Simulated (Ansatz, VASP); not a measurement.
One calculation of Au, two programs

```
Au
1.0
     0.00000    1.98279    1.98279
     1.98279    0.00000    1.98279
     1.98279    1.98279    0.00000
Au
1
Direct
  0.00000 0.00000 0.00000
```

Change from the starting cell: volume scaled by 0.94, LAPW.

Alike in both runs: task single point; functional LDA; k mesh 18 × 18 × 18; occupations fermi-dirac, width 0.08 eV; no spin polarisation.

```csv
,VASP,Ansatz
version,VASP 6.6.1,Ansatz 0.2.0
potentials or method,"VASP PAW LDA potentials, release 64 (Au), cutoff 520 eV","all-electron LAPW, scalar-relativistic"
```

|  | VASP | Ansatz | Ansatz less VASP |
| --- | --- | --- | --- |
| pressure (GPa) | 14.9 | 14.3 | -0.62 |

LDA's correlation is that of Perdew and Zunger in VASP and of Perdew and Wang (1992) in Ansatz. Ansatz ran all-electron here, and VASP with PAW potentials.

Spin-orbit coupling is off throughout.
